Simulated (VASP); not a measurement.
Write the native input for VASP 6.6.1 that does the following.

```yaml
Task: single point
Functional: PBE
Potentials_or_basis: VASP PAW PBE potentials, release 64 (W_sv, C)
Cutoff: 520 eV
k_mesh: 2 × 2 × 2
Occupations: fermi-dirac, width 0.24 eV
Spin: no spin polarisation
Dipole_correction: no
Further_INCAR_settings: LREAL = Auto; ALGO = Normal; EDIFF = 1e-06; NBANDS = 86
```

The structure of WC lies in POSCAR:

```
WC
1.0
   -2.9465430000     -5.1677150000     -0.0397040000
    4.4943770000     -2.6269050000     -0.0700360000
   -0.0489790000      0.0730230000      5.7172690000
W C
8 8
Direct
    0.7407861639      0.4923446907      0.0494981129
    0.7513253654      0.5010510946      0.5635071984
    0.5208531944     -0.0296980201      0.0165288750
    0.4899392826      0.0095996814      0.5434456333
    0.2448847440      0.4948073237      0.0548648716
    0.2728552271      0.5070037864      0.5407725194
    0.0067738799     -0.0177132547      0.0475801269
   -0.0178859641     -0.0305230290      0.5394100129
    0.5409380262      0.6690600390      0.3268930834
    0.4698136765      0.6712113350      0.7952507463
    0.2469043968      0.1594280973      0.3126962888
    0.2550597348      0.1706613664      0.8324392872
    0.0295622757      0.6581764844      0.3223164397
   -0.0000645839      0.6548782193      0.8321914688
    0.7685759362      0.1264814655      0.3004010822
    0.7505673648      0.1718693205      0.7792422512
```

One way to write it, as run:

INCAR

```
SYSTEM = WC
  ALGO = Normal
  EDIFF = 1E-6
  ENCUT = 520
  GGA = PE
  ISIF = 2
  ISMEAR = -1
  LASPH = .TRUE.
  LCHARG = .TRUE.
  LELF = .TRUE.
  LREAL = Auto
  LVHAR = .TRUE.
  LWAVE = .FALSE.
  NBANDS = 86
  NELM = 60
  PREC = Accurate
  SIGMA = 0.24
```

KPOINTS

```
k-points
0
G
  2 2 2
  0 0 0
```

Potentials or basis: VASP PAW PBE potentials, release 64 (W_sv, C).

The run is started by

```sh
$ cat potpaw_PBE.64/W_sv/POTCAR potpaw_PBE.64/C/POTCAR > POTCAR
$ mpirun -np 1 vasp_std > vasp.out
```

Results of the run:

```json
{
  "Pressure": "-3.9 GPa",
  "Largest force": "6.270 eV/Å",
  "Band gap on the k mesh": "0.02 eV (least direct gap 0.21 eV)"
}
```

Caveat: the k points lie up to 0.60 Å⁻¹ apart; the smearing spreads over this small gap; the atoms stand as in a frame of molecular dynamics; spin-orbit coupling is left out, which moves the levels of the heavy elements; forces of over 1 eV/Å act on the atoms, so gaps and moduli don't describe the material at rest.

Run time: 8.2 min on 1 thread of Intel Xeon 8259CL, on a shared host, peak memory 0.33 GiB.
